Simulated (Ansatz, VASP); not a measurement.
Two plane-wave programs on Fe

```xyz
1
Lattice="-1.3498 1.3498 1.3498 1.3498 -1.3498 1.3498 1.3498 1.3498 -1.3498" Properties=species:S:1:pos:R:3 pbc="T T T"
Fe    0.0000    0.0000    0.0000
```

Alike in both runs: functional LDA; k mesh 15 × 15 × 15; occupations fermi-dirac, width 0.1 eV; no spin polarisation.

Ansatz relaxed the structure, and its values are those at the end. VASP's run is a single point on that final structure, the one shown.

|  | VASP | Ansatz |
| --- | --- | --- |
| version | VASP 6.6.1 | Ansatz 0.2.0 |
| potentials or method | VASP PAW LDA potentials, release 64 (Fe), cutoff 520 eV | plane waves (420 eV) with PAW, scalar-relativistic |
| valence electrons in the cell | 8 | 16 |

```tsv
	VASP	Ansatz	Ansatz less VASP
pressure (GPa)	-0.3	0.0	+0.26
```

Ansatz warns that its potentials were made for another functional, while VASP's fit it. LDA's correlation is that of Perdew and Zunger in VASP and of Perdew and Wang (1992) in Ansatz. VASP's potentials hold 8 valence electrons a cell and Ansatz's 16, so a difference there can come from the potentials and not from the codes.
